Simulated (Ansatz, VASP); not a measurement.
# One calculation of Se, two programs

Contents of INCAR:

```
  PREC = Accurate
  ENCUT = 520
  EDIFF = 1E-7
  ISMEAR = -1
  SIGMA = 0.1
  LREAL = False
  LASPH = True
  NELM = 60
  ALGO = Normal
  ISIF = 2
  LWAVE = False
  LCHARG = False
  GGA = PE
  NBANDS = 13
```

Contents of KPOINTS:

```
Automatic mesh
0
Gamma
  11 11 11
```

The input POSCAR:

```
Se
1.0
    0.0000000000      2.5126160269      2.5126160269
    2.5126160269      0.0000000000      2.5126160269
    2.5126160269      2.5126160269      0.0000000000
Se
2
Direct
   -0.1250000000     -0.1250000000     -0.1250000000
    0.1250000000      0.1250000000      0.1250000000
```

Input for Ansatz:

```yaml
crystal:
  lattice:
    - [0.0, 2.5126160269, 2.5126160269]
    - [2.5126160269, 0.0, 2.5126160269]
    - [2.5126160269, 2.5126160269, 0.0]
  atoms:
    - { symbol: Se, position: [-0.125, -0.125, -0.125] }
    - { symbol: Se, position: [0.125, 0.125, 0.125] }
kpoints:
  mp_grid: { grid: [11, 11, 11] }
scf:
  occupations: { method: fermi_dirac, width: 0.1 }
hamiltonian:
  xc: pbe
  pseudopotentials: { kind: paw }
output:
  forces: true
  stress: true
  eigenvalues: true
  populations: true
  write_density: true
  write_potential: true
  elf: true
  volumetric_format: npy
```

Change from the starting cell: volume scaled by 0.5, PAW files.

Alike in both runs: task single point; functional PBE; k mesh 11 × 11 × 11; occupations fermi-dirac, width 0.1 eV; no spin polarisation.

|  | VASP | Ansatz |
| --- | --- | --- |
| version | VASP 6.6.1 | Ansatz 0.2.0 |
| potentials or method | VASP PAW PBE potentials, release 64 (Se) | PAW with Ansatz's default frozen-core files, scalar-relativistic |
| plane-wave cutoff (eV) | 520 | 420 |
| valence electrons in the cell | 12 | 32 |

VASP gave:

| Quantity | Value |
| --- | --- |
| pressure (GPa) | 105.5 |

Task: What did Ansatz give for the same quantities?

Result: Pressure (GPa): 104.1.

Both programs put the cell under a high pressure, so it lies far from rest at this level. VASP's potentials hold 12 valence electrons a cell and Ansatz's 32, so a difference there can come from the potentials and not from the codes.

Noted on VASP's run: the cell as given lies far from equilibrium.
